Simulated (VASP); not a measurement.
Set up this calculation in VASP 6.6.1, as the native input.

- Task: single point
- Functional: LDA
- Potentials or basis: VASP PAW LDA potentials, release 64 (Cu, O)
- Cutoff: 520 eV
- k mesh: 10 × 10 × 6
- Occupations: fermi-dirac, width 0.05 eV
- Spin: no spin polarisation
- Hubbard terms: Cu d U = 3.0 eV
- Dipole correction: no
- Further INCAR settings: ALGO = Normal; EDIFF = 1e-06; NBANDS = 25

The structure of CuO lies in POSCAR:

```
CuO
1.0
    3.1795331000      0.0000000000      0.0000000000
   -1.5897665500      2.7535564400      0.0000000000
    0.0000000000      0.0000000000      4.4314907300
Cu O
2 2
Direct
    0.0000000000      0.0000000000      0.0000000000
    0.0000000000      0.0000000000      0.5000000000
    0.3333333333      0.6666666667      0.2500000000
    0.6666666667      0.3333333333      0.7500000000
```

The input as run:

INCAR

```
PREC = Accurate
ENCUT = 520
EDIFF = 1E-6
ISMEAR = -1
SIGMA = 0.05
LREAL = False
LASPH = True
NELM = 150
ALGO = Normal
ISIF = 2
LWAVE = False
LCHARG = True
LMAXMIX = 4
LDAU = True
LDAUTYPE = 2
LDAUL = 2 -1
LDAUU = 3 0
LDAUJ = 0 0
LDAUPRINT = 1
GGA = CA
LELF = True
LVHAR = True
NBANDS = 25
```

KPOINTS

```
Automatic mesh
0
Gamma
  10 10 6
```

Potentials or basis: VASP PAW LDA potentials, release 64 (Cu, O).

The run is started by

```sh
$ cat potpaw_LDA.64/Cu/POTCAR potpaw_LDA.64/O/POTCAR > POTCAR
$ mpirun -np 1 vasp_std > vasp.out
```

It gave:

| Item | Value |
| --- | --- |
| Pressure | -12.6 GPa |
| Band gap on the k mesh | zero (band 17 reaches 5.58 eV, above the bottom of band 18 at 4.44 eV) |

Caveat: U without spin polarisation on a metal has little footing.

Wall time 22 s on 1 thread of Intel(R) Xeon(R) 6975P-C (Granite Rapids) (shared host), peak memory 0.16 GiB.
